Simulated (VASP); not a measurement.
# Te (Im-3m) in VASP: notebook

The runs below take Te through single point, relaxation of cell and atoms, with r2SCAN.

All numbers are computed with VASP 6.6.1; they aren't measurements. Logs are shortened: lines on timing, memory, paths and dates and some standing lists are left out, and cuts for length are marked.

## Step 1: The cell of the first run

It takes space group Im-3m (No. 229, cubic). The conventional cell has a = 3.836 Å, b = 3.836 Å, c = 3.836 Å, α = 90.00°, β = 90.00°, γ = 90.00°. Within 4.4 Å of Te (site symmetry m-3m) lie 14 Te at 3.32 to 3.84 Å.

This isn't the form of Te at room conditions, which is trigonal, of chains.

## Step 2: Single point, r2SCAN

POSCAR

```
Te
1.0
   -1.9180338732      1.9180338732      1.9180338732
    1.9180338732     -1.9180338732      1.9180338732
    1.9180338732      1.9180338732     -1.9180338732
Te
1
Direct
    0.0000000000      0.0000000000      0.0000000000
```

INCAR.step1

```
  ALGO = Normal
  EDIFF = 1E-4
  ENCUT = 520
  GGA = PE
  ISMEAR = 0
  LASPH = True
  LCHARG = False
  LREAL = False
  LWAVE = True
  NBANDS = 9
  NELM = 60
  PREC = Accurate
  SIGMA = 0.1
```

INCAR.step2

```
  ALGO = Normal
  EDIFF = 1E-7
  ENCUT = 520
  ISIF = 2
  ISMEAR = 0
  ISTART = 1
  LASPH = True
  LCHARG = False
  LMIXTAU = True
  LREAL = False
  LWAVE = False
  METAGGA = R2SCAN
  NBANDS = 9
  NELM = 60
  PREC = Accurate
  SIGMA = 0.1
```

KPOINTS

```
k-points
0
Gamma
  6 6 6
```

Potentials or basis: VASP PAW PBE potentials, release 64 (Te).

Started as:

```console
cat potpaw_PBE.64/Te/POTCAR > POTCAR
cp INCAR.step1 INCAR
mpirun -np 1 vasp_std > vasp.out
cp INCAR.step2 INCAR
mpirun -np 1 vasp_std > vasp.out
```

OUTCAR:

```text
EDIFF = 1E-7
   ENCUT = 520
   ISIF = 2
   ISMEAR = 0
   ISTART = 1
   LASPH = True
   LREAL = False
   METAGGA = R2SCAN
   NELM = 60
   PREC = Accurate

 ion  position               nearest neighbor table
   1  0.000  0.000  0.000-

  LATTYP: Found a body centered cubic cell.
 ALAT       =     3.8360677464

  Lattice vectors:

 A1 = (  -1.9180338732,   1.9180338732,   1.9180338732)
 A2 = (   1.9180338732,  -1.9180338732,   1.9180338732)
 A3 = (   1.9180338732,   1.9180338732,  -1.9180338732)

Analysis of symmetry for initial positions (statically):
=====================================================================
 Subroutine PRICEL returns:
 Original cell was already a primitive cell.

 Routine SETGRP: Setting up the symmetry group for a
 body centered cubic supercell.

 Subroutine GETGRP returns: Found 48 space group operations
 (whereof 48 operations were pure point group operations)
 out of a pool of 48 trial point group operations.

The static configuration has the point symmetry O_h .

Analysis of symmetry for dynamics (positions and initial velocities):
=====================================================================
 Subroutine PRICEL returns:
 Original cell was already a primitive cell.

 Routine SETGRP: Setting up the symmetry group for a
 body centered cubic supercell.

 Subroutine GETGRP returns: Found 48 space group operations
 (whereof 48 operations were pure point group operations)
 out of a pool of 48 trial point group operations.

The dynamic configuration has the point symmetry O_h .

 Subroutine INISYM returns: Found 48 space group operations
 (whereof 48 operations are pure point group operations),
 and found     1 'primitive' translations

----------------------------------------------------------------------------------------

                                     Primitive cell

  volume of cell :      28.2247

  direct lattice vectors                    reciprocal lattice vectors
    -1.918033873  1.918033873  1.918033873     0.000000000  0.260683613  0.260683613
     1.918033873 -1.918033873  1.918033873     0.260683613  0.000000000  0.260683613
     1.918033873  1.918033873 -1.918033873     0.260683613  0.260683613  0.000000000

  length of vectors
     3.322132119  3.322132119  3.322132119     0.368662301  0.368662301  0.368662301

  position of ions in fractional coordinates (direct lattice)
     0.000000000  0.000000000  0.000000000

  ion indices of the primitive-cell ions
   primitive index   ion index
                 1           1

----------------------------------------------------------------------------------------

 KPOINTS: k-points

Automatic generation of k-mesh.
 Grid dimensions read from file:
 generate k-points for:    6    6    6

 Generating k-lattice:

  Cartesian coordinates                     Fractional coordinates (reciprocal lattice)
     0.000000000  0.043447269  0.043447269     0.166666667  0.000000000  0.000000000
     0.043447269  0.000000000  0.043447269     0.000000000  0.166666667  0.000000000
     0.043447269  0.043447269  0.000000000     0.000000000  0.000000000  0.166666667

  Length of vectors
     0.061443717  0.061443717  0.061443717

  Shift w.r.t. Gamma in fractional coordinates (k-lattice)
     0.000000000  0.000000000  0.000000000

 Subroutine IBZKPT returns following result:
 ===========================================

 Found     16 irreducible k-points:

 Following reciprocal coordinates:
            Coordinates               Weight
  0.000000  0.000000  0.000000      1.000000
  0.166667  0.000000  0.000000     12.000000
  0.333333  0.000000  0.000000     12.000000
  0.500000  0.000000  0.000000      6.000000
  0.166667  0.166667  0.000000     24.000000
  0.333333  0.166667  0.000000     48.000000
[... 8 lines left out ...]
  0.500000  0.500000  0.333333     12.000000
  0.500000  0.500000  0.500000      1.000000
   k-points           NKPTS =     16   k-points in BZ     NKDIM =     16   number of bands    NBANDS=      9
   number of dos      NEDOS =    301   number of ions     NIONS =      1
   total plane-waves  NPLWV =  21952
   dimension x,y,z NGX =    28 NGY =   28 NGZ =   28
   dimension x,y,z NGXF=    56 NGYF=   56 NGZF=   56
   ions per type =               1
   NGX,Y,Z   is equivalent  to a cutoff of  14.01, 14.01, 14.01 a.u.
   NGXF,Y,Z  is equivalent  to a cutoff of  28.02, 28.02, 28.02 a.u.
 SYSTEM =  unknown system
   PREC   = accura    normal or accurate (medium, high low for compatibility)
   ISTART =      1    job   : 0-new  1-cont  2-samecut
   ICHARG =      0    charge: 1-file 2-atom 10-const
   ISPIN  =      1    spin polarized calculation?
   LNONCOLLINEAR =      F non collinear calculations
   LSORBIT =      F    spin-orbit coupling
   LASPH  =      T    aspherical Exc in radial PAW
   ENCUT  =  520.0 eV  38.22 Ry    6.18 a.u.   6.18  6.18  6.18*2*pi/ulx,y,z
   NELM   =     60;   NELMIN=  2; NELMDL=  0     # of ELM steps
   EDIFF  = 0.1E-06   stopping-criterion for ELM
   LREAL  =      F    real-space projection
   EDIFFG = 0.1E-05   stopping-criterion for IOM
   NSW    =      0    number of steps for IOM
   IBRION =     -1    ionic relax: 0-MD 1-quasi-New 2-CG
   NFREE  =      0    steps in history (QN), initial steepest desc. (CG)
   ISIF   =      2    stress and relaxation
   ISYM   =      2    0-nonsym 1-usesym 2-fastsym
   POTIM  = 0.5000    time-step for ionic-motion
   TEBEG  =    0.0;   TEEND  =   0.0 temperature during run
   PSTRESS=    0.0 pullay stress
   NELECT =       6.0000    total number of electrons
   NUPDOWN=      -1.0000    fix difference up-down
   EMIN   =  10.00;   EMAX   =-10.00  energy-range for DOS
   EFERMI =   0.00;   METHOD = LEGACY
   ISMEAR =     0;   SIGMA  =   0.10  broadening in eV -4-tet -1-fermi 0-gaus
   EFERMI_NEDOS =   21; number of points for ismear=-14 and -15
   IALGO  =     38    algorithm
   IMIX   =      4    mixing-type and parameters
     AMIX     =   0.40;   BMIX     =  1.00
     AMIX_MAG =   1.60;   BMIX_MAG =  1.00
  volume/ion in A,a.u.               =      28.22       190.47
  Fermi-wavevector in a.u.,A,eV,Ry     =   0.977047  1.846352 12.988416  0.954622
  Thomas-Fermi vector in A             =   2.107714
   LORBIT       =      0    0 simple, 1 ext, 2 COOP (PROOUT), +10 PAW based schemes
   METAGGA = R2SCAN    functional components
   LHFCALC =     F    Hartree Fock is set to
   AEXX    =    0.0000 exact exchange contribution
   IVDW    =     0    specifies the selected vdW correction
   LEPSILON=     F    determine dielectric tensor
   LRPA    =     F    only Hartree local field effects (RPA)
 non-spin polarized calculation
 Gauss-broadening in eV      SIGMA  =   0.10
  energy-cutoff  :      520.00
  volume of cell :       28.22
 maximum number of plane-waves:       767
 NGX is ok and might be reduce to    28
   NGX = 13   NGY = 13   NGZ = 13

 number of electron       6.0000000 magnetization

 Free energy of the ion-electron system (eV)
  ---------------------------------------------------
  ext. energy  EPLUGINS =         0.00000000
  ---------------------------------------------------
  free energy    TOTEN  =       -24.97624371 eV

  energy without entropy =      -24.97278741  energy(sigma->0) =      -24.97451556

 E-fermi :   8.1418     XC(G=0): -10.5917

 val. band max:        7.9080480695   @ k =   0.1667   0.1667   0.0000
 cond. band min:       8.1602430305   @ k =   0.1667   0.0000   0.0000
 fundamental gap:      0.2521949610
 Fermi energy:         8.1417550191

 k-point     1 :       0.0000    0.0000    0.0000
  band No.  band energies     occupation
      1      -6.6790      2.00000
      2      11.0105      0.00000
      3      11.0105      0.00000
      4      11.0105      0.00000
      5      18.1319      0.00000
      6      18.1319      0.00000
      7      18.1319      0.00000
      8      19.0243      0.00000
      9      20.6958      0.00000

 k-point     2 :       0.1667    0.0000    0.0000
  band No.  band energies     occupation
      1      -6.1471      2.00000
      2       8.1602      0.79374
      3       9.8941      0.00000
      4      10.7721      0.00000
      5      16.4080      0.00000
      6      16.5834      0.00000
      7      19.5082      0.00000
      8      19.7331      0.00000
      9      20.1587      0.00000

 k-point     3 :       0.3333    0.0000    0.0000
  band No.  band energies     occupation
      1      -4.6802      2.00000
      2       3.9138      2.00000
      3       8.3965      0.00032
      4      10.2785      0.00000
      5      14.5935      0.00000
      6      15.1624      0.00000
      7      20.2139      0.00000
      8      21.0699      0.00000
      9      24.3443      0.00000

 k-point     4 :       0.5000    0.0000    0.0000
  band No.  band energies     occupation
      1      -3.4092      2.00000
      2       1.6110      2.00000
      3       7.8183      2.00000
      4      10.0333      0.00000
      5      14.0002      0.00000
      6      14.6751      0.00000
      7      21.7949      0.00000
      8      23.1320      0.00000
      9      23.6317      0.00000
[... 109 lines left out ...]
 k-point    14 :      -0.3333    0.3333    0.3333
  band No.  band energies     occupation
      1      -2.8608      2.00000
      2       4.9047      2.00000
      3       5.7704      2.00000
      4       5.7704      2.00000
      5      12.2982      0.00000
      6      16.0600      0.00000
      7      21.7235      0.00000
      8      21.7235      0.00000
      9      21.7854      0.00000

 k-point    15 :       0.5000    0.5000    0.3333
  band No.  band energies     occupation
      1      -1.8037      2.00000
      2       3.5470      2.00000
      3       5.2032      2.00000
      4       5.9155      2.00000
      5      12.4394      0.00000
      6      13.4055      0.00000
      7      21.2810      0.00000
      8      22.2283      0.00000
      9      27.0852      0.00000

 k-point    16 :       0.5000    0.5000    0.5000
  band No.  band energies     occupation
      1      -0.9470      2.00000
      2       4.6372      2.00000
      3       4.6372      2.00000
      4       4.6372      2.00000
      5      11.2354      0.00000
      6      11.2354      0.00000
      7      26.0285      0.00000
      8      26.7183      0.00000
      9      26.7183      0.00000

------------------------ aborting loop because EDIFF is reached ----------------------------------------

  FORCE on cell =-STRESS in cart. coord.  units (eV):
  Direction    XX          YY          ZZ          XY          YZ          ZX
  --------------------------------------------------------------------------------------
  -------------------------------------------------------------------------------------
  Total       -0.0144585     -0.0144585     -0.0144585     -0.0000000      0.0000000     -0.0000000
  in kB       -0.8207381     -0.8207381     -0.8207381     -0.0000000      0.0000000     -0.0000000
  external PRESSURE =      -0.8207381 kB  Pullay stress =       0.0000000 kB

 VOLUME and BASIS-vectors are now :
 -----------------------------------------------------------------------------
  energy-cutoff  :      520.00
  volume of cell :       28.22
      direct lattice vectors                 reciprocal lattice vectors
    -1.918033873  1.918033873  1.918033873     0.000000000  0.260683613  0.260683613
     1.918033873 -1.918033873  1.918033873     0.260683613  0.000000000  0.260683613
     1.918033873  1.918033873 -1.918033873     0.260683613  0.260683613  0.000000000

 POSITION                                       TOTAL-FORCE (eV/Angst)
 -----------------------------------------------------------------------------------
      0.00000      0.00000      0.00000         0.000000     -0.000000      0.000000
 -----------------------------------------------------------------------------------
    total drift:                               -0.000000      0.000000      0.000000

  FREE ENERGIE OF THE ION-ELECTRON SYSTEM (eV)
  ---------------------------------------------------
  free  energy   TOTEN  =       -24.9762437114 eV

  energy  without entropy=      -24.9727874054  energy(sigma->0) =      -24.97451556
```

It took 14 s on 1 thread of Intel Xeon Platinum 8559C (Emerald Rapids), shared host; peak memory 0.16 GiB.

Results:

```yaml
Free_energy: -24.9762 eV
Pressure: -0.1 GPa
Band_gap_on_the_k_mesh: zero (bands 3 and 4 overlap by 6.37 eV)
```

Levels at points of the mesh, in eV from the Fermi level:
| k point | band 1 | band 2 | band 3 | band 4 | band 5 | band 6 | band 7 | band 8 |
| --- | --- | --- | --- | --- | --- | --- | --- | --- |
| (0.00, 0.00, 0.00) | -14.82 | 2.87 | 2.87 | 2.87 | 9.99 | 9.99 | 9.99 | 10.88 |
| (0.50, 0.00, 0.00) | -11.55 | -6.53 | -0.32 | 1.89 | 5.86 | 6.53 | 13.65 | 14.99 |
| (0.50, 0.50, 0.50) | -9.09 | -3.50 | -3.50 | -3.50 | 3.09 | 3.09 | 17.89 | 18.58 |

Caveat: the k points lie up to 0.39 Å⁻¹ apart, too coarse for converged energies and pressures of a metal; the PAW data sets were made with another functional, which shifts forces and pressure a little; spin-orbit coupling is left out, which moves the levels of the heavy elements.

(Continued in part 2 of 2.)
